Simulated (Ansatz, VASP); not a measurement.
**One calculation of TaBi, two programs**

```
Ta Bi
1.0
     0.00000    2.87151    2.87151
     2.87151    0.00000    2.87151
     2.87151    2.87151    0.00000
Ta Bi
1 1
Direct
  0.50000 0.50000 0.50000
  0.00000 0.00000 0.00000
```

Alike in both runs: task single point; functional PBEsol; k mesh 10 × 10 × 10; occupations gaussian, width 0.05 eV; no spin polarisation.

|  | VASP | Ansatz |
| --- | --- | --- |
| version | VASP 6.6.1 | Ansatz 0.2.0 |
| potentials or method | VASP PAW PBE potentials, release 64 (Ta_pv, Bi_d), cutoff 520 eV | scalar-relativistic, plane waves, PAW |
| valence electrons in the cell | 26 | 28 |

|  | VASP | Ansatz | Ansatz less VASP |
| --- | --- | --- | --- |
| gap on the k mesh at the Fermi level (eV) | none | none | - |
| pressure (GPa) | 0.0 | 0.0 | -0.01 |

VASP's potentials were made for PBE, not for PBEsol. A gap of «none» marks a metal or a gap that the smearing closes. With one functional, cell and mesh, what is left measures potentials, basis and numerics. VASP's potentials hold 26 valence electrons a cell and Ansatz's 28, so a difference there can come from the potentials and not from the codes.

Spin-orbit coupling is off throughout.
